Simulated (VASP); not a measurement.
# TaF4 (Im-3m) in VASP: a series of runs, part 2 of 2

VASP 6.6.1. Earlier steps stand in the parts before.

## (4) Relaxation of cell and atoms, PBE

This run uses another cell than the first one, of 14.16 Å³/atom.

The input, INCAR:

```
PREC = Accurate
ENCUT = 600
EDIFF = 1E-7
ISMEAR = 0
SIGMA = 0.15
LREAL = False
LASPH = True
NELM = 120
ALGO = Normal
ISIF = 3
LWAVE = False
LCHARG = False
GGA = PE
IBRION = 2
NSW = 36
EDIFFG = -0.08
GGA_COMPAT = False
NELMIN = 4
```

The input, KPOINTS:

```
regular mesh
0
Gamma
  3 3 3
```

The input, POSCAR:

```
TaF4
1.0
   -2.6061280100      2.6061280100      2.6061280100
    2.6061280100     -2.6061280100      2.6061280100
    2.6061280100      2.6061280100     -2.6061280100
Ta F
1 4
Direct
    0.0000000000      0.0000000000      0.0000000000
    0.5000000000      0.5000000000      0.5000000000
    0.0000000000      0.0000000000      0.5000000000
    0.0000000000      0.5000000000      0.0000000000
    0.5000000000      0.0000000000      0.0000000000
```

Potentials or basis: VASP PAW PBE potentials, release 64 (Ta_pv, F).

Started as:

```sh
> cat potpaw_PBE.64/Ta_pv/POTCAR potpaw_PBE.64/F/POTCAR > POTCAR
> mpirun -np 1 vasp_std > vasp.out
```

OUTCAR:

```text
PREC = Accurate
   ENCUT = 600
   EDIFF = 1E-7
   ISMEAR = 0
   LREAL = False
   LASPH = True
   NELM = 120
   ISIF = 3
   GGA = PE
   IBRION = 2
   NSW = 36
   EDIFFG = -0.08
   NELMIN = 4

 ion  position               nearest neighbor table
   1  0.000  0.000  0.000-   2 2.26   3 2.26   4 2.26   5 2.26   3 2.26   4 2.26   5 2.26   2 2.26

   2  0.500  0.500  0.500-   1 2.26   1 2.26
   3  0.000  0.000  0.500-   1 2.26   1 2.26
   4  0.000  0.500  0.000-   1 2.26   1 2.26
   5  0.500  0.000  0.000-   1 2.26   1 2.26

  LATTYP: Found a body centered cubic cell.
 ALAT       =     5.2122560200

  Lattice vectors:

 A1 = (  -2.6061280100,   2.6061280100,   2.6061280100)
 A2 = (   2.6061280100,  -2.6061280100,   2.6061280100)
 A3 = (   2.6061280100,   2.6061280100,  -2.6061280100)

Analysis of symmetry for initial positions (statically):
=====================================================================
 Subroutine PRICEL returns:
 Original cell was already a primitive cell.

 Routine SETGRP: Setting up the symmetry group for a
 body centered cubic supercell.

 Subroutine GETGRP returns: Found 48 space group operations
 (whereof 48 operations were pure point group operations)
 out of a pool of 48 trial point group operations.

The static configuration has the point symmetry O_h .

Analysis of symmetry for dynamics (positions and initial velocities):
=====================================================================
 Subroutine PRICEL returns:
 Original cell was already a primitive cell.

 Routine SETGRP: Setting up the symmetry group for a
 body centered cubic supercell.

 Subroutine GETGRP returns: Found 48 space group operations
 (whereof 48 operations were pure point group operations)
 out of a pool of 48 trial point group operations.

The dynamic configuration has the point symmetry O_h .

 Subroutine INISYM returns: Found 48 space group operations
 (whereof 48 operations are pure point group operations),
 and found     1 'primitive' translations

----------------------------------------------------------------------------------------

                                     Primitive cell

  volume of cell :      70.8023

  direct lattice vectors                    reciprocal lattice vectors
    -2.606128010  2.606128010  2.606128010     0.000000000  0.191855503  0.191855503
     2.606128010 -2.606128010  2.606128010     0.191855503  0.000000000  0.191855503
     2.606128010  2.606128010 -2.606128010     0.191855503  0.191855503  0.000000000

  length of vectors
     4.513946124  4.513946124  4.513946124     0.271324654  0.271324654  0.271324654

  position of ions in fractional coordinates (direct lattice)
     0.000000000  0.000000000  0.000000000
     0.500000000  0.500000000  0.500000000
     0.000000000  0.000000000  0.500000000
     0.000000000  0.500000000  0.000000000
     0.500000000  0.000000000  0.000000000

  ion indices of the primitive-cell ions
   primitive index   ion index
                 1           1
                 2           2
                 3           3
                 4           4
                 5           5

----------------------------------------------------------------------------------------

 KPOINTS: regular mesh

Automatic generation of k-mesh.
 Grid dimensions read from file:
 generate k-points for:    3    3    3

 Generating k-lattice:

  Cartesian coordinates                     Fractional coordinates (reciprocal lattice)
     0.000000000  0.063951834  0.063951834     0.333333333  0.000000000  0.000000000
     0.063951834  0.000000000  0.063951834     0.000000000  0.333333333  0.000000000
     0.063951834  0.063951834  0.000000000     0.000000000  0.000000000  0.333333333

  Length of vectors
     0.090441551  0.090441551  0.090441551

  Shift w.r.t. Gamma in fractional coordinates (k-lattice)
     0.000000000  0.000000000  0.000000000

 Subroutine IBZKPT returns following result:
 ===========================================

 Found      4 irreducible k-points:

 Following reciprocal coordinates:
            Coordinates               Weight
  0.000000  0.000000  0.000000      1.000000
  0.333333  0.000000  0.000000     12.000000
  0.333333  0.333333  0.000000      8.000000
 -0.333333  0.333333  0.333333      6.000000
   k-points           NKPTS =      4   k-points in BZ     NKDIM =      4   number of bands    NBANDS=     23
   number of dos      NEDOS =    301   number of ions     NIONS =      5
   total plane-waves  NPLWV =  46656
   dimension x,y,z NGX =    36 NGY =   36 NGZ =   36
   dimension x,y,z NGXF=    72 NGYF=   72 NGZF=   72
   ions per type =               1   4
   NGX,Y,Z   is equivalent  to a cutoff of  13.26, 13.26, 13.26 a.u.
   NGXF,Y,Z  is equivalent  to a cutoff of  26.52, 26.52, 26.52 a.u.
 SYSTEM =  unknown system
   PREC   = accura    normal or accurate (medium, high low for compatibility)
   ISTART =      0    job   : 0-new  1-cont  2-samecut
   ICHARG =      2    charge: 1-file 2-atom 10-const
   ISPIN  =      1    spin polarized calculation?
   LNONCOLLINEAR =      F non collinear calculations
   LSORBIT =      F    spin-orbit coupling
   LASPH  =      T    aspherical Exc in radial PAW
   ENCUT  =  600.0 eV  44.10 Ry    6.64 a.u.   9.02  9.02  9.02*2*pi/ulx,y,z
   NELM   =    120;   NELMIN=  4; NELMDL= -5     # of ELM steps
   EDIFF  = 0.1E-06   stopping-criterion for ELM
   LREAL  =      F    real-space projection
   EDIFFG = -.8E-01   stopping-criterion for IOM
   NSW    =     36    number of steps for IOM
   IBRION =      2    ionic relax: 0-MD 1-quasi-New 2-CG
   NFREE  =      1    steps in history (QN), initial steepest desc. (CG)
   ISIF   =      3    stress and relaxation
   ISYM   =      2    0-nonsym 1-usesym 2-fastsym
   POTIM  = 0.5000    time-step for ionic-motion
   TEBEG  =    0.0;   TEEND  =   0.0 temperature during run
   PSTRESS=    0.0 pullay stress
   NELECT =      39.0000    total number of electrons
   NUPDOWN=      -1.0000    fix difference up-down
   EMIN   =  10.00;   EMAX   =-10.00  energy-range for DOS
   EFERMI =   0.00;   METHOD = LEGACY
   ISMEAR =     0;   SIGMA  =   0.15  broadening in eV -4-tet -1-fermi 0-gaus
   EFERMI_NEDOS =   21; number of points for ismear=-14 and -15
   IALGO  =     38    algorithm
   IMIX   =      4    mixing-type and parameters
     AMIX     =   0.40;   BMIX     =  1.00
     AMIX_MAG =   1.60;   BMIX_MAG =  1.00
  volume/ion in A,a.u.               =      14.16        95.56
  Fermi-wavevector in a.u.,A,eV,Ry     =   1.341984  2.535982 24.503013  1.800921
  Thomas-Fermi vector in A             =   2.470174
   LORBIT       =      0    0 simple, 1 ext, 2 COOP (PROOUT), +10 PAW based schemes
   GGA     = PE    functional components
   LHFCALC =     F    Hartree Fock is set to
   AEXX    =    0.0000 exact exchange contribution
   IVDW    =     0    specifies the selected vdW correction
   LEPSILON=     F    determine dielectric tensor
   LRPA    =     F    only Hartree local field effects (RPA)
 conjugate gradient relaxation of ions
 non-spin polarized calculation
 Gauss-broadening in eV      SIGMA  =   0.15
  energy-cutoff  :      600.00
  volume of cell :       70.80
 maximum number of plane-waves:      2378
   NGX = 19   NGY = 19   NGZ = 19

--------------------------------------- Ionic step        1  -------------------------------------------

 number of electron      39.0000004 magnetization

 Free energy of the ion-electron system (eV)
  ---------------------------------------------------
  ext. energy  EPLUGINS =         0.00000000
  ---------------------------------------------------
  free energy    TOTEN  =       -31.63242217 eV

  energy without entropy =      -31.56782097  energy(sigma->0) =      -31.60012157

 E-fermi :   1.5943     XC(G=0):  -9.4617

 val. band max:        1.5423526524   @ k =   0.3333   0.0000   0.0000
 cond. band min:       1.6591952681   @ k =   0.3333   0.0000   0.0000
 fundamental gap:      0.1168426157
 Fermi energy:         1.5943054419

 k-point     1 :       0.0000    0.0000    0.0000
  band No.  band energies     occupation
      1     -36.2095      2.00000
      2     -36.2095      2.00000
      3     -36.2095      2.00000
      4     -22.9009      2.00000
      5     -22.0993      2.00000
      6     -22.0993      2.00000
[... 168 lines left out ...]
  energy  without entropy=      -32.5072966158  energy(sigma->0) =      -32.53369611

--------------------------------------- Ionic step        3  -------------------------------------------

 number of electron      39.0000013 magnetization

 Free energy of the ion-electron system (eV)
  ---------------------------------------------------
  ext. energy  EPLUGINS =         0.00000000
  ---------------------------------------------------
  free energy    TOTEN  =       -32.88199080 eV

  energy without entropy =      -32.82490658  energy(sigma->0) =      -32.85344869

 E-fermi :   4.1330     XC(G=0): -10.5661

 val. band max:        4.0616513807   @ k =   0.3333   0.0000   0.0000
 cond. band min:       4.2189425358   @ k =   0.3333   0.0000   0.0000
 fundamental gap:      0.1572911551
 Fermi energy:         4.1330029828

 k-point     1 :       0.0000    0.0000    0.0000
  band No.  band energies     occupation
      1     -33.6309      2.00000
      2     -33.6309      2.00000
      3     -33.6309      2.00000
      4     -22.4072      2.00000
      5     -21.1594      2.00000
      6     -21.1594      2.00000
[... 125 lines left out ...]
  FREE ENERGIE OF THE ION-ELECTRON SYSTEM (eV)
  ---------------------------------------------------
  free  energy   TOTEN  =       -32.8819907973 eV

  energy  without entropy=      -32.8249065779  energy(sigma->0) =      -32.85344869

 reached required accuracy - stopping structural energy minimisation
```

OSZICAR:

```text
N       E                     dE             d eps       ncg     rms          rms(c)
DAV:   1     0.385232925845E+03    0.38523E+03   -0.23977E+04   184   0.183E+03
DAV:   2    -0.160278030066E+02   -0.40126E+03   -0.39443E+03   234   0.475E+02
DAV:   3    -0.381991960430E+02   -0.22171E+02   -0.22115E+02   219   0.117E+02
[... 30 lines left out ...]
DAV:   5    -0.328818695313E+02    0.24901E-03   -0.61772E-03   205   0.725E-01    0.970E-02
DAV:   6    -0.328819735879E+02   -0.10406E-03   -0.30990E-04   237   0.152E-01    0.480E-02
DAV:   7    -0.328819912460E+02   -0.17658E-04   -0.17887E-05   227   0.387E-02    0.719E-03
DAV:   8    -0.328819907444E+02    0.50155E-06   -0.30769E-06   213   0.163E-02    0.961E-04
DAV:   9    -0.328819907973E+02   -0.52874E-07   -0.90536E-08   148   0.269E-03
   3 F= -.32881991E+02 E0= -.32853449E+02  d E =-.124957E+01
```

CONTCAR:

```text
TaF4
   1.00000000000000
    -2.4241583866282790    2.4241583866282790    2.4241583866282785
     2.4241583866282790   -2.4241583866282790    2.4241583866282785
     2.4241583866282790    2.4241583866282790   -2.4241583866282785
  Ta              F
     1     4
Direct
     0.0000000000000000    0.0000000000000000    0.0000000000000000
     0.5000000000000000    0.5000000000000000    0.5000000000000000
     0.0000000000000000    0.0000000000000000    0.5000000000000000
     0.0000000000000000    0.5000000000000000    0.0000000000000000
     0.5000000000000000    0.0000000000000000    0.0000000000000000

  0.00000000E+00  0.00000000E+00  0.00000000E+00
  0.00000000E+00  0.00000000E+00  0.00000000E+00
  0.00000000E+00  0.00000000E+00  0.00000000E+00
  0.00000000E+00  0.00000000E+00  0.00000000E+00
  0.00000000E+00  0.00000000E+00  0.00000000E+00
```

Run time: 19 s. Hardware: 1 thread of AMD EPYC 9R45 (Zen 5), shared host; peak memory 0.18 GiB.

What came out:

```
Free energy                           : -32.8820 eV
Relaxed volume                        : 11.40 Å³/atom
Relaxed cell                          : a = 4.199 Å, b = 4.199 Å, c = 4.199 Å, α = 109.47°, β = 109.47°, γ = 109.47°
Space group after relaxing (to 0.1 Å) : Im-3m (No. 229)
Energy gained by relaxing             : 249.9 meV/atom
Ionic steps                           : 3
Pressure after relaxing               : -0.3 GPa
Band gap on the k mesh                : zero (an odd number of electrons rules out a gap without spin polarisation)
```

Step by step:
| step | energy change (eV) | largest force (eV/Å) | pressure (GPa) | volume (Å³) |
| --- | --- | --- | --- | --- |
| 1 | 0.0000 | 0.0000 | -23.37 | 70.80 |
| 2 | -0.9277 | 0.0000 | 21.61 | 51.67 |
| 3 | -1.2496 | 0.0000 | -0.26 | 56.98 |

Final structure:
```
CELL_PARAMETERS angstrom
-2.42416 2.42416 2.42416
2.42416 -2.42416 2.42416
2.42416 2.42416 -2.42416
ATOMIC_POSITIONS crystal
Ta 0.00000 0.00000 0.00000
F 0.50000 0.50000 0.50000
F 0.00000 0.00000 0.50000
F 0.00000 0.50000 0.00000
F 0.50000 0.00000 0.00000
```

Levels at points of the mesh, in eV from the Fermi level:
```
           k point  band 15  band 16  band 17  band 18  band 19  band 20  band 21  band 22  band 23
(0.00, 0.00, 0.00)    -5.42    -5.42    -5.42    -4.39    -4.39    -1.19    -1.19     1.11     1.11
```

Caveat: the k points lie up to 0.61 Å⁻¹ apart in the final cell, too coarse for converged energies and pressures of a metal; the volume moved by over 15 % at a fixed basis, so the end points are rough; spin-orbit coupling is left out, which moves the levels of the heavy elements; an odd number of electrons without spin polarisation forces a metal; a magnetic or distorted state may lie lower.

## (5) Overview

```csv
task,cell,k mesh,smearing,gap on the mesh (eV),pressure (GPa)
single point,"a = 4.198 Å, angles 109.5°, 5 atoms",3 × 3 × 3,gaussian 0.15 eV,none,-0.1
single point,"a = 4.190 Å, angles 109.5°, 5 atoms",6 × 6 × 6,gaussian 0.1 eV,none,-0.1
relaxation of cell and atoms,"relaxed from a = 4.514 Å, angles 109.5°, 5 atoms",3 × 3 × 3,gaussian 0.15 eV,none,-0.3
```

Alike in all rows: level PBE; potentials or basis VASP PAW PBE potentials, release 64 (Ta_pv, F); no spin polarisation; cutoff (eV) 600.

Caveats: some runs use coarse meshes; spin-orbit coupling is left out, which moves the levels of the heavy elements; an odd number of electrons without spin polarisation forces a metal; a magnetic or distorted state may lie lower; the volume moved by over 15 % at a fixed basis, so the end points are rough (at least some runs).

Total energies depend on the potentials used, so only differences within one code and one set of settings carry meaning.
